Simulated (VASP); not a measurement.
# F (Fd-3m) in VASP: further runs

F is run at these levels: LDA; tasks: single point.

Program: VASP 6.6.1. These are calculated values, not measurements. Logs are shortened: lines on timing, memory, paths and dates and some standing lists are left out, and cuts for length are marked.

### Step 1. The cell of the first run

The structure is cubic, space group Fd-3m (No. 227). Conventional cell: a = 3.436 Å, b = 3.436 Å, c = 3.436 Å, α = 90.00°, β = 90.00°, γ = 90.00°. F (site symmetry -43m) has 4 F at 1.49 Å within 2.0 Å.

### Step 2. Single point, LDA (5.07 Å³/atom)

Input file INCAR:

```
SYSTEM = F
PREC = Accurate
ENCUT = 520
EDIFF = 1E-6
ISMEAR = -1
SIGMA = 0.1
LREAL = .FALSE.
LASPH = .TRUE.
NELM = 80
ALGO = Normal
ISIF = 2
LWAVE = .FALSE.
LCHARG = .TRUE.
GGA = CA
LELF = .TRUE.
LVHAR = .TRUE.
NBANDS = 14
```

Input file KPOINTS:

```
regular mesh
0
G
  14 14 14
  0 0 0
```

Input file POSCAR:

```
F
1.0
    0.0000000000      1.7181830436      1.7181830436
    1.7181830436      0.0000000000      1.7181830436
    1.7181830436      1.7181830436      0.0000000000
F
2
Direct
   -0.1250000000     -0.1250000000     -0.1250000000
    0.1250000000      0.1250000000      0.1250000000
```

Potentials or basis: VASP PAW LDA potentials, release 64 (F).

Launch:

```sh
> cat potpaw_LDA.64/F/POTCAR > POTCAR
> mpirun -np 1 vasp_std > vasp.out
```

OUTCAR:

```text
SYSTEM = F
   PREC = Accurate
   ENCUT = 520
   EDIFF = 1E-6
   ISMEAR = -1
   LREAL = .FALSE.
   LASPH = .TRUE.
   NELM = 80
   ISIF = 2
   GGA = CA

 ion  position               nearest neighbor table
   1  0.875  0.875  0.875-   2 1.49   2 1.49   2 1.49   2 1.49
   2  0.125  0.125  0.125-   1 1.49   1 1.49   1 1.49   1 1.49

  LATTYP: Found a face centered cubic cell.
 ALAT       =     3.4363660872

  Lattice vectors:

 A1 = (   0.0000000000,   1.7181830436,   1.7181830436)
 A2 = (   1.7181830436,   0.0000000000,   1.7181830436)
 A3 = (   1.7181830436,   1.7181830436,   0.0000000000)

Analysis of symmetry for initial positions (statically):
=====================================================================
 Subroutine PRICEL returns:
 Original cell was already a primitive cell.

 Routine SETGRP: Setting up the symmetry group for a
 face centered cubic supercell.

 Subroutine GETGRP returns: Found 48 space group operations
 (whereof 12 operations were pure point group operations)
 out of a pool of 48 trial point group operations.

The static configuration has the point symmetry D_3d.
 The point group associated with its full space group is O_h .

Analysis of symmetry for dynamics (positions and initial velocities):
=====================================================================
 Subroutine PRICEL returns:
 Original cell was already a primitive cell.

 Routine SETGRP: Setting up the symmetry group for a
 face centered cubic supercell.

 Subroutine GETGRP returns: Found 48 space group operations
 (whereof 12 operations were pure point group operations)
 out of a pool of 48 trial point group operations.

The dynamic configuration has the point symmetry D_3d.
 The point group associated with its full space group is O_h .

 Subroutine INISYM returns: Found 48 space group operations
 (whereof 12 operations are pure point group operations),
 and found     1 'primitive' translations

----------------------------------------------------------------------------------------

                                     Primitive cell

  volume of cell :      10.1447

  direct lattice vectors                    reciprocal lattice vectors
     0.000000000  1.718183044  1.718183044    -0.291005083  0.291005083  0.291005083
     1.718183044  0.000000000  1.718183044     0.291005083 -0.291005083  0.291005083
     1.718183044  1.718183044  0.000000000     0.291005083  0.291005083 -0.291005083

  length of vectors
     2.429877763  2.429877763  2.429877763     0.504035590  0.504035590  0.504035590

  position of ions in fractional coordinates (direct lattice)
     0.875000000  0.875000000  0.875000000
     0.125000000  0.125000000  0.125000000

  ion indices of the primitive-cell ions
   primitive index   ion index
                 1           1
                 2           2

----------------------------------------------------------------------------------------

 KPOINTS: regular mesh

Automatic generation of k-mesh.
 Grid dimensions read from file:
 generate k-points for:   14   14   14

 Generating k-lattice:

  Cartesian coordinates                     Fractional coordinates (reciprocal lattice)
    -0.020786077  0.020786077  0.020786077     0.071428571  0.000000000  0.000000000
     0.020786077 -0.020786077  0.020786077     0.000000000  0.071428571  0.000000000
     0.020786077  0.020786077 -0.020786077     0.000000000  0.000000000  0.071428571

  Length of vectors
     0.036002542  0.036002542  0.036002542

  Shift w.r.t. Gamma in fractional coordinates (k-lattice)
     0.000000000  0.000000000  0.000000000

 Subroutine IBZKPT returns following result:
 ===========================================

 Found    104 irreducible k-points:

 Following reciprocal coordinates:
            Coordinates               Weight
  0.000000  0.000000  0.000000      1.000000
  0.071429  0.000000  0.000000      8.000000
  0.142857  0.000000  0.000000      8.000000
  0.214286  0.000000  0.000000      8.000000
  0.285714  0.000000  0.000000      8.000000
  0.357143  0.000000  0.000000      8.000000
[... 16 lines left out ...]
  0.214286  0.142857  0.000000     24.000000
  0.285714  0.142857  0.000000     24.000000
 [... further k-points ...]
   k-points           NKPTS =    104   k-points in BZ     NKDIM =    104   number of bands    NBANDS=     14
   number of dos      NEDOS =    301   number of ions     NIONS =      2
   total plane-waves  NPLWV =   5832
   dimension x,y,z NGX =    18 NGY =   18 NGZ =   18
   dimension x,y,z NGXF=    36 NGYF=   36 NGZF=   36
   ions per type =               2
   NGX,Y,Z   is equivalent  to a cutoff of  12.32, 12.32, 12.32 a.u.
   NGXF,Y,Z  is equivalent  to a cutoff of  24.63, 24.63, 24.63 a.u.
 SYSTEM =  F
   PREC   = accura    normal or accurate (medium, high low for compatibility)
   ISTART =      0    job   : 0-new  1-cont  2-samecut
   ICHARG =      2    charge: 1-file 2-atom 10-const
   ISPIN  =      1    spin polarized calculation?
   LNONCOLLINEAR =      F non collinear calculations
   LSORBIT =      F    spin-orbit coupling
   LASPH  =      T    aspherical Exc in radial PAW
   ENCUT  =  520.0 eV  38.22 Ry    6.18 a.u.   4.52  4.52  4.52*2*pi/ulx,y,z
   NELM   =     80;   NELMIN=  2; NELMDL= -5     # of ELM steps
   EDIFF  = 0.1E-05   stopping-criterion for ELM
   LREAL  =      F    real-space projection
[... 7 lines left out ...]
   TEBEG  =    0.0;   TEEND  =   0.0 temperature during run
   PSTRESS=    0.0 pullay stress
   NELECT =      14.0000    total number of electrons
   NUPDOWN=      -1.0000    fix difference up-down
   EMIN   =  10.00;   EMAX   =-10.00  energy-range for DOS
   EFERMI =   0.00;   METHOD = LEGACY
   ISMEAR =    -1;   SIGMA  =   0.10  broadening in eV -4-tet -1-fermi 0-gaus
   EFERMI_NEDOS =   21; number of points for ismear=-14 and -15
   IALGO  =     38    algorithm
   IMIX   =      4    mixing-type and parameters
     AMIX     =   0.40;   BMIX     =  1.00
     AMIX_MAG =   1.60;   BMIX_MAG =  1.00
  volume/ion in A,a.u.               =       5.07        34.23
  Fermi-wavevector in a.u.,A,eV,Ry     =   1.822656  3.444321 45.199581  3.322075
  Thomas-Fermi vector in A             =   2.878765
   LORBIT       =      0    0 simple, 1 ext, 2 COOP (PROOUT), +10 PAW based schemes
   GGA     = CA    functional components
   LHFCALC =     F    Hartree Fock is set to
   AEXX    =    0.0000 exact exchange contribution
   IVDW    =     0    specifies the selected vdW correction
   LEPSILON=     F    determine dielectric tensor
   LRPA    =     F    only Hartree local field effects (RPA)
 non-spin polarized calculation
  energy-cutoff  :      520.00
  volume of cell :       10.14
 maximum number of plane-waves:       290
   NGX =  9   NGY =  9   NGZ =  9

 number of electron      14.0000005 magnetization

 Free energy of the ion-electron system (eV)
  ---------------------------------------------------
  ext. energy  EPLUGINS =         0.00000000
  ---------------------------------------------------
  free energy    TOTEN  =         6.96675407 eV

  energy without entropy =        7.01339442  energy(sigma->0) =        6.99007424

 E-fermi :   9.3935     XC(G=0): -14.7464

 val. band max:        9.3812975080   @ k =  -0.2143   0.3571   0.1429
 cond. band min:       9.4271778481   @ k =   0.5000   0.2857   0.0714
 fundamental gap:      0.0458803401
 Fermi energy:         9.3935455974

 k-point     1 :       0.0000    0.0000    0.0000
  band No.  band energies     occupation
      1     -25.5781      2.00000
      2      -6.9649      2.00000
      3      -0.1716      2.00000
      4      -0.1716      2.00000
      5      -0.1716      2.00000
      6       5.4742      2.00000
      7       5.4742      2.00000
      8       5.4742      2.00000
      9      20.2740      0.00000
     10      39.4954      0.00000
     11      39.4954      0.00000
     12      39.4954      0.00000
     13      40.3078      0.00000
     14      40.3078      0.00000

 k-point     2 :       0.0714    0.0000    0.0000
  band No.  band energies     occupation
      1     -25.4556      2.00000
      2      -7.4234      2.00000
      3      -0.3052      2.00000
      4      -0.3052      2.00000
      5      -0.1056      2.00000
      6       5.6345      2.00000
      7       5.6345      2.00000
      8       5.6479      2.00000
      9      20.5437      0.00000
     10      37.7329      0.00000
     11      37.7329      0.00000
     12      38.2907      0.00000
     13      42.5384      0.00000
     14      42.5384      0.00000

 k-point     3 :       0.1429    0.0000    0.0000
  band No.  band energies     occupation
      1     -25.0947      2.00000
      2      -8.6056      2.00000
      3      -0.6433      2.00000
      4      -0.6433      2.00000
      5      -0.0704      2.00000
      6       6.0432      2.00000
      7       6.0432      2.00000
      8       6.2079      2.00000
      9      21.2451      0.00000
     10      36.1338      0.00000
     11      36.1338      0.00000
     12      36.1993      0.00000
     13      45.4944      0.00000
     14      45.4944      0.00000

 k-point     4 :       0.2143    0.0000    0.0000
  band No.  band energies     occupation
      1     -24.5131      2.00000
      2     -10.1759      2.00000
      3      -1.0634      2.00000
      4      -1.0634      2.00000
      5      -0.2240      2.00000
      6       6.5533      2.00000
      7       6.5533      2.00000
      8       7.1297      2.00000
      9      22.1369      0.00000
     10      34.1528      0.00000
     11      35.0554      0.00000
     12      35.0554      0.00000
     13      47.6596      0.00000
     14      48.1061      0.00000

 k-point     5 :       0.2857    0.0000    0.0000
  band No.  band energies     occupation
      1     -23.7511      2.00000
      2     -11.8709      2.00000
      3      -1.4648      2.00000
      4      -1.4648      2.00000
      5      -0.5038      2.00000
      6       7.0367      2.00000
      7       7.0367      2.00000
      8       8.2303      1.99998
      9      23.0069      0.00000
     10      32.2619      0.00000
     11      34.4702      0.00000
[... 276 lines left out ...]
 k-point    22 :       0.1429    0.1429    0.0000
  band No.  band energies     occupation
      1     -24.9300      2.00000
      2      -8.9763      2.00000
      3      -1.3424      2.00000
      4      -1.3424      2.00000
      5       1.3024      2.00000
      6       4.8281      2.00000
      7       6.8233      2.00000
      8       6.8233      2.00000
      9      21.5705      0.00000
     10      31.4971      0.00000
     11      40.4225      0.00000
     12      40.4225      0.00000
     13      41.3350      0.00000
     14      44.3308      0.00000

 k-point    23 :       0.2143    0.1429    0.0000
  band No.  band energies     occupation
      1     -24.4956      2.00000
      2     -10.0387      2.00000
      3      -1.8776      2.00000
      4      -1.7965      2.00000
      5       1.6998      2.00000
      6       4.8084      2.00000
      7       7.3758      2.00000
      8       7.4604      2.00000
      9      22.2392      0.00000
     10      29.9083      0.00000
     11      39.1471      0.00000
     12      39.6355      0.00000
     13      43.8259      0.00000
     14      46.1968      0.00000

 k-point    24 :       0.2857    0.1429    0.0000
  band No.  band energies     occupation
      1     -23.8521      2.00000
      2     -11.4178      2.00000
      3      -2.5549      2.00000
      4      -2.1894      2.00000
      5       1.8172      2.00000
      6       5.2587      2.00000
      7       7.8709      2.00000
      8       8.2124      1.99999
      9      22.9682      0.00000
     10      28.8158      0.00000
     11      37.8895      0.00000
     12      38.2026      0.00000
     13      46.5136      0.00000
     14      47.2176      0.00000

 [... further k-points ...]

------------------------ aborting loop because EDIFF is reached ----------------------------------------

  FORCE on cell =-STRESS in cart. coord.  units (eV):
  Direction    XX          YY          ZZ          XY          YZ          ZX
  --------------------------------------------------------------------------------------
  -------------------------------------------------------------------------------------
  Total       29.5908124     29.5908124     29.5908124      0.0000000      0.0000000      0.0000000
  in kB     4673.3594826   4673.3594826   4673.3594826      0.0000000      0.0000000      0.0000000
  external PRESSURE =    4673.3594826 kB  Pullay stress =       0.0000000 kB

 VOLUME and BASIS-vectors are now :
 -----------------------------------------------------------------------------
  energy-cutoff  :      520.00
  volume of cell :       10.14
      direct lattice vectors                 reciprocal lattice vectors
     0.000000000  1.718183044  1.718183044    -0.291005083  0.291005083  0.291005083
     1.718183044  0.000000000  1.718183044     0.291005083 -0.291005083  0.291005083
     1.718183044  1.718183044  0.000000000     0.291005083  0.291005083 -0.291005083

 POSITION                                       TOTAL-FORCE (eV/Angst)
 -----------------------------------------------------------------------------------
      3.00682      3.00682      3.00682         0.000000      0.000000      0.000000
      0.42955      0.42955      0.42955        -0.000000     -0.000000     -0.000000
 -----------------------------------------------------------------------------------
    total drift:                                0.000000      0.000000      0.000000

  FREE ENERGIE OF THE ION-ELECTRON SYSTEM (eV)
  ---------------------------------------------------
  free  energy   TOTEN  =         6.9667540660 eV

  energy  without entropy=        7.0133944239  energy(sigma->0) =        6.99007424
```

Run time: 23 s. Hardware: 1 thread of Intel Xeon 8259CL, shared host; peak memory 0.11 GiB.

What came out:

```
Free energy            : 6.9668 eV
Pressure               : 467.3 GPa
Band gap on the k mesh : zero (bands 7 and 8 overlap by 5.30 eV)
```

Levels at points of the mesh, in eV from the Fermi level:
```tsv
k point	band 4	band 5	band 6	band 7	band 8	band 9	band 10	band 11
(0.00, 0.00, 0.00)	-9.57	-9.57	-3.92	-3.92	-3.92	10.88	30.10	30.10
(0.50, 0.00, 0.00)	-11.45	-10.44	-1.67	-1.67	0.89	15.34	19.21	24.93
(0.50, 0.50, 0.00)	-13.69	-5.97	-5.97	1.38	1.38	14.81	14.81	31.47
```

Caveat: the cell stands under pressure.

### Step 3. Single point, LDA (6.34 Å³/atom)

This run uses another cell than the first one, of 6.34 Å³/atom.

Input file INCAR:

```
PREC = Accurate
ENCUT = 520
EDIFF = 1E-6
ISMEAR = -1
SIGMA = 0.1
LREAL = F
LASPH = T
NELM = 80
ALGO = Normal
ISIF = 2
LWAVE = F
LCHARG = T
LELF = T
LVHAR = T
NBANDS = 14
```

Input file KPOINTS:

```
Automatic mesh
0
Gamma
  14 14 14
```

Input file POSCAR:

```
F
1.0
    0.0000000000      1.8508565765      1.8508565765
    1.8508565765      0.0000000000      1.8508565765
    1.8508565765      1.8508565765      0.0000000000
F
2
Direct
   -0.1250000000     -0.1250000000     -0.1250000000
    0.1250000000      0.1250000000      0.1250000000
```

Potentials or basis: VASP PAW LDA potentials, release 64 (F).

Launch:

```sh
> cat potpaw_LDA.64/F/POTCAR > POTCAR
> mpirun -np 1 vasp_std > vasp.out
```

Run time: 29 s. Hardware: 1 thread of Intel Xeon 8259CL, shared host; peak memory 0.12 GiB.

It converged, with:

```
Free energy            : 1.7859 eV
Pressure               : 218.0 GPa
Band gap on the k mesh : zero (bands 7 and 8 overlap by 3.80 eV)
```

Levels at points of the mesh, in eV from the Fermi level:
```
           k point  band 3  band 4  band 5  band 6  band 7  band 8  band 9  band 10  band 11  band 12
(0.00, 0.00, 0.00)   -7.39   -7.39   -7.39   -2.81   -2.81   -2.81   10.43    28.75    28.75    28.75
(0.50, 0.00, 0.00)   -8.98   -8.83   -8.83   -1.13   -1.13    0.34   14.88    18.51    24.05    24.05
(0.50, 0.50, 0.00)  -10.54  -10.54   -4.85   -4.85    0.99    0.99   14.71    14.71    29.06    29.06
```

Caveat: the cell stands under pressure.

### Step 4. Single point, LDA (6.34 Å³/atom)

This run uses another cell than the first one, of 6.34 Å³/atom.

Input file INCAR:

```
SYSTEM = F
PREC     = Accurate       ! precision mode
ENCUT    = 520            ! plane-wave cutoff, eV
EDIFF    = 1E-7           ! SCF threshold, eV
ISMEAR   = -1             ! smearing method
SIGMA    = 0.1            ! smearing width, eV
LREAL    = .FALSE.        ! projectors in reciprocal space
LASPH    = .TRUE.         ! aspherical terms in the spheres
NELM     = 100            ! most SCF steps
ALGO     = Normal         ! electronic algorithm
ISIF     = 2              ! what is computed and relaxed
LWAVE    = .FALSE.        ! write WAVECAR
LCHARG   = .FALSE.        ! write CHGCAR
NBANDS   = 14             ! bands
```

Input file KPOINTS:

```
Automatic mesh
0
G
  14 14 14
  0 0 0
```

POSCAR is that of step 3.

Launch:

```sh
> cat potpaw_LDA.64/F/POTCAR > POTCAR
> mpirun -np 1 vasp_std > vasp.out
```

It took 21 s on 1 thread of Intel Xeon 8259CL, shared host; peak memory 0.12 GiB.

It converged, with:

```yaml
Free_energy: 1.7859 eV
Pressure: 218.0 GPa
Band_gap_on_the_k_mesh: zero (bands 7 and 8 overlap by 3.80 eV)
```

Levels at points of the mesh, in eV from the Fermi level:
| k point | band 5 | band 6 | band 7 | band 8 | band 9 | band 10 |
| --- | --- | --- | --- | --- | --- | --- |
| (0.00, 0.00, 0.00) | -7.39 | -2.81 | -2.81 | -2.81 | 10.43 | 28.75 |
| (0.50, 0.00, 0.00) | -8.83 | -1.13 | -1.13 | 0.34 | 14.88 | 18.51 |
| (0.50, 0.50, 0.00) | -4.85 | -4.85 | 0.99 | 0.99 | 14.71 | 14.71 |

Caveat: the cell stands under pressure.
